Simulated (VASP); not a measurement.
# CdSe (R3m) in VASP: notebook, part 2 of 2

VASP 6.6.1. The steps go on from the part before.

## Step 3: Single point, PBE

This run uses another cell than the first one, of the same volume but with other edges.

File INCAR:

```
SYSTEM = CdSe
ALGO = Normal
EDIFF = 1E-6
ENCUT = 520
GGA = PE
ISIF = 2
ISMEAR = 0
LASPH = .TRUE.
LCHARG = .FALSE.
LREAL = .FALSE.
LWAVE = .FALSE.
NBANDS = 16
NELM = 60
PREC = Accurate
SIGMA = 0.05
```

File KPOINTS:

```
k-points
0
G
  10 10 10
  0 0 0
```

File POSCAR:

```
CdSe
1.0
    0.0000000000      3.0785705828      3.0785705828
    3.0785705828      0.0000000000      3.0785705828
    3.3416857486      3.3416857486     -0.2631151658
Cd Se
1 1
Direct
    0.0000000000      0.0000000000      0.0000000000
    0.7500000000      0.7500000000      0.7500000000
```

Potentials or basis: VASP PAW PBE potentials, release 64 (Cd, Se).

On the command line:

```console
$ cat potpaw_PBE.64/Cd/POTCAR potpaw_PBE.64/Se/POTCAR > POTCAR
$ mpirun -np 1 vasp_std > vasp.out
```

It took 3 min on 1 thread of AMD EPYC 7R13 (Zen 3), shared host; peak memory 0.24 GiB.

It converged, with:

* Free energy: -5.3435 eV
* Pressure: -2.6 GPa
* Largest force: 0.102 eV/Å
* Band gap on the k mesh: 0.32 eV, direct

Forces on the atoms (eV/Å):
```
Cd   0.059  0.059 -0.059
Se  -0.059 -0.059  0.059
```

Stress tensor (GPa, compression positive):
```
-2.64 -1.62  1.62
-1.62 -2.64  1.62
 1.62  1.62 -2.64
```

Levels at points of the mesh, in eV from the valence-band top:
```
           k point  band 5  band 6  band 7  band 8  band 9  band 10  band 11  band 12  band 13  band 14
(0.00, 0.00, 0.00)   -7.44   -7.44   -0.55    0.00    0.00     0.32     5.11     6.22     6.22     9.10
(0.50, 0.00, 0.00)   -7.41   -7.22   -3.72   -0.79   -0.71     1.93     5.74     6.55     6.96     9.46
(0.50, 0.50, 0.00)   -7.40   -7.20   -3.57   -1.66   -1.26     2.99     3.70     7.84     9.24     9.51
(0.00, 0.00, 0.50)   -7.43   -7.32   -3.61   -0.36   -0.36     2.43     6.16     6.65     6.65     9.93
```

## Step 4: Single point, PBE

This run uses another cell than the first one, of the same volume but with other edges.

File INCAR:

```
ALGO     = Normal         # electronic algorithm
EDIFF    = 1E-6           # SCF threshold, eV
ENCUT    = 520            # plane-wave cutoff, eV
GGA      = PE             # functional
ISIF     = 2              # what is computed and relaxed
ISMEAR   = 0              # smearing method
LASPH    = T              # aspherical terms in the spheres
LCHARG   = F              # write CHGCAR
LREAL    = F              # projectors in reciprocal space
LWAVE    = F              # write WAVECAR
NBANDS   = 16             # bands
NELM     = 60             # most SCF steps
PREC     = Accurate       # precision mode
SIGMA    = 0.05           # smearing width, eV
```

File KPOINTS:

```
k-points
0
Gamma
  10 10 10
```

File POSCAR:

```
CdSe
1.0
    0.0000000000      3.1201450867      3.1201450867
    3.1201450867      0.0000000000      3.1201450867
    3.2942491826      3.2942491826     -0.1741040958
Cd Se
1 1
Direct
    0.0000000000      0.0000000000      0.0000000000
    0.7500000000      0.7500000000      0.7500000000
```

On the command line:

```console
$ cat potpaw_PBE.64/Cd/POTCAR potpaw_PBE.64/Se/POTCAR > POTCAR
$ mpirun -np 1 vasp_std > vasp.out
```

It took 3.4 min on 1 thread of AMD EPYC 7R13 (Zen 3), shared host; peak memory 0.25 GiB.

Results (log left out):

```yaml
Free_energy: -5.3895 eV
Pressure: -3.1 GPa
Largest_force: 0.105 eV/Å
Band_gap_on_the_k_mesh: 0.31 eV, direct
```

Forces in eV/Å, atoms in the order of the input:
```
Cd   0.061  0.061 -0.061
Se  -0.061 -0.061  0.061
```

Stress tensor (GPa, compression positive):
```
-3.06 -1.15  1.15
-1.15 -3.06  1.15
 1.15  1.15 -3.06
```

Levels at points of the mesh, in eV from the valence-band top:
```tsv
k point	band 7	band 8	band 9	band 10	band 11	band 12
(0.00, 0.00, 0.00)	-0.32	0.00	0.00	0.31	5.33	6.11
(0.50, 0.00, 0.00)	-3.66	-0.70	-0.66	2.02	5.94	6.49
(0.50, 0.50, 0.00)	-3.50	-1.57	-1.29	3.14	3.63	8.12
(0.00, 0.00, 0.50)	-3.59	-0.42	-0.42	2.35	6.43	6.56
```

## Step 5: Single point, PBE

File INCAR:

```
SYSTEM = CdSe
ALGO = Normal
EDIFF = 1E-6
ENCUT = 520
GGA = PE
ISIF = 2
ISMEAR = 0
LASPH = .True.
LCHARG = .False.
LREAL = .False.
LWAVE = .False.
NBANDS = 16
NELM = 60
PREC = Accurate
SIGMA = 0.05
```

File KPOINTS:

```
k-points
0
Gamma
  10 10 10
  0 0 0
```

File POSCAR:

```
CdSe
1.0
    0.0000000000      3.2918645094      3.2918645094
    3.2918645094      0.0000000000      3.2918645094
    3.1224432160      3.1224432160      0.1694212934
Cd Se
1 1
Direct
    0.0000000000      0.0000000000      0.0000000000
    0.7500000000      0.7500000000      0.7500000000
```

Potentials or basis: VASP PAW PBE potentials, release 64 (Cd, Se).

On the command line:

```console
$ cat potpaw_PBE.64/Cd/POTCAR potpaw_PBE.64/Se/POTCAR > POTCAR
$ mpirun -np 1 vasp_std > vasp.out
```

OUTCAR:

```text
SYSTEM = CdSe
   EDIFF = 1E-6
   ENCUT = 520
   GGA = PE
   ISIF = 2
   ISMEAR = 0
   LASPH = .True.
   LREAL = .False.
   NELM = 60
   PREC = Accurate

 ion  position               nearest neighbor table
   1  0.000  0.000  0.000-   2 2.63   2 2.83   2 2.83   2 2.83
   2  0.750  0.750  0.750-   1 2.63   1 2.83   1 2.83   1 2.83

  LATTYP: Found a trigonal (rhomboedric) cell.
 ALAT       =     4.4190504465
 COS(alpha) =     0.4450856131

  Lattice vectors:

 A1 = (   3.1224432160,  -0.1694212934,  -3.1224432160)
 A2 = (  -0.1694212934,   3.1224432160,  -3.1224432160)
 A3 = (   3.1224432160,   3.1224432160,   0.1694212934)
[... 625 lines left out ...]
      5      -7.4702      2.00000
      6      -7.3666      2.00000
[... 8 lines left out ...]
     15      11.5551      0.00000
     16      12.4314      0.00000

 [... further k-points ...]
[... 5 lines left out ...]
  --------------------------------------------------------------------------------------
  -------------------------------------------------------------------------------------
  Total       -1.2348498     -1.2348498     -1.2348498      0.6406045     -0.6406045     -0.6406045
  in kB      -30.0511617    -30.0511617    -30.0511617     15.5896770    -15.5896770    -15.5896770
  external PRESSURE =     -30.0511617 kB  Pullay stress =       0.0000000 kB

 VOLUME and BASIS-vectors are now :
 -----------------------------------------------------------------------------
  energy-cutoff  :      520.00
  volume of cell :       65.84
      direct lattice vectors                 reciprocal lattice vectors
     0.000000000  3.291864509  3.291864509    -0.156125220  0.147653990  0.156125220
     3.291864509  0.000000000  3.291864509     0.147653990 -0.156125220  0.156125220
     3.122443216  3.122443216  0.169421293     0.164596451  0.164596451 -0.164596451

 POSITION                                       TOTAL-FORCE (eV/Angst)
 -----------------------------------------------------------------------------------
      0.00000      0.00000      0.00000        -0.202854     -0.202854      0.202854
      4.81073      4.81073      5.06486         0.202854      0.202854     -0.202854
 -----------------------------------------------------------------------------------
    total drift:                               -0.000190     -0.000190      0.000190

  FREE ENERGIE OF THE ION-ELECTRON SYSTEM (eV)
  ---------------------------------------------------
  free  energy   TOTEN  =        -5.3806236749 eV

  energy  without entropy=       -5.3806236749  energy(sigma->0) =       -5.38062367
```

stdout:

```text
POSCAR found type information on POSCAR CdSe
 POSCAR found :  2 types and       2 ions
 scaLAPACK will be used
 LDA part: xc-table for (Slater+PW92), standard interpolation
 POSCAR, INCAR and KPOINTS ok, starting setup
 FFT: planning ... GRIDC
 FFT: planning ... GRID_SOFT
 FFT: planning ... GRID
 WAVECAR not read
 entering main loop
```

Run time: 2.9 min. Hardware: 1 thread of AMD EPYC 7R13 (Zen 3), shared host; peak memory 0.26 GiB.

Results:

* Free energy: -5.3806 eV
* Pressure: -3.0 GPa
* Largest force: 0.351 eV/Å
* Band gap on the k mesh: 0.42 eV, indirect (least direct gap 0.45 eV)

Forces in eV/Å, atoms in the order of the input:
```
Cd  -0.203 -0.203  0.203
Se   0.203  0.203 -0.203
```

## Step 6: Single point, PBE

This run uses another cell than the first one, of 34.51 Å³/atom, 1.048 times its volume.

File INCAR:

```
SYSTEM = CdSe
PREC = Accurate
ENCUT = 520
EDIFF = 1E-7
ISMEAR = 0
SIGMA = 0.05
LREAL = .False.
LASPH = .True.
NELM = 100
ALGO = Normal
ISIF = 2
LWAVE = .False.
LCHARG = .False.
GGA = PE
NBANDS = 16
```

File KPOINTS:

```
regular mesh
0
Gamma
  10 10 10
  0 0 0
```

File POSCAR:

```
CdSe
1.0
    0.0000000000      3.3890977472      3.3890977472
    3.3890977472      0.0000000000      3.3890977472
    3.1324300778      3.1324300778      0.2566676694
Cd Se
1 1
Direct
    0.0000000000      0.0000000000      0.0000000000
    0.7500000000      0.7500000000      0.7500000000
```

Potentials or basis: VASP PAW PBE potentials, release 64 (Cd, Se).

On the command line:

```console
$ cat potpaw_PBE.64/Cd/POTCAR potpaw_PBE.64/Se/POTCAR > POTCAR
$ mpirun -np 1 vasp_std > vasp.out
```

Run time: 4.3 min. Hardware: 1 thread of AMD EPYC 7R13 (Zen 3), shared host; peak memory 0.26 GiB.

It converged, with:

| Property | Result |
| --- | --- |
| Free energy | -5.2515 eV |
| Pressure | -3.7 GPa |
| Largest force | 0.474 eV/Å |
| Band gap on the k mesh | 0.46 eV, indirect (least direct gap 0.48 eV) |

Forces on the atoms (eV/Å):
```
Cd  -0.274 -0.274  0.274
Se   0.274  0.274 -0.274
```

Stress tensor (GPa, compression positive):
```
-3.71  2.07 -2.07
 2.07 -3.71 -2.07
-2.07 -2.07 -3.71
```

Levels at points of the mesh, in eV from the valence-band top:
```tsv
k point	band 6	band 7	band 8	band 9	band 10	band 11	band 12	band 13
(0.00, 0.00, 0.00)	-7.28	-0.20	-0.02	-0.02	0.46	5.49	5.49	6.84
(0.50, 0.00, 0.00)	-7.12	-3.33	-0.40	-0.37	2.21	6.08	6.34	7.16
(0.50, 0.50, 0.00)	-7.06	-3.25	-1.45	-0.99	3.09	3.81	7.95	8.80
(0.00, 0.00, 0.50)	-7.07	-3.40	-0.75	-0.75	1.82	5.95	5.95	7.23
```

## Step 7: Summary

| cell | gap on the mesh (eV) | pressure (GPa) | largest force (eV/Å) |
| --- | --- | --- | --- |
| a = 4.718, b = 4.718, c = 4.368 Å, angles 57.3, 57.3, 60.0°, 2 atoms | 0.50 | -2.4 | 0.66 |
| a = 4.354, b = 4.354, c = 4.733 Å, angles 62.6, 62.6, 60.0°, 2 atoms | 0.32 | -2.6 | 0.10 |
| a = 4.413, b = 4.413, c = 4.662 Å, angles 61.8, 61.8, 60.0°, 2 atoms | 0.31 | -3.1 | 0.10 |
| a = 4.655, b = 4.655, c = 4.419 Å, angles 58.2, 58.2, 60.0°, 2 atoms | 0.42 | -3.0 | 0.35 |
| a = 4.793, b = 4.793, c = 4.437 Å, angles 57.3, 57.3, 60.0°, 2 atoms | 0.46 | -3.7 | 0.47 |

Alike in all rows: task single point; level PBE; potentials or basis VASP PAW PBE potentials, release 64 (Cd, Se); no spin polarisation; k mesh 10 × 10 × 10; cutoff (eV) 520; smearing gaussian 0.05 eV.

Total energies depend on the potentials used, so only differences within one code and one set of settings carry meaning.
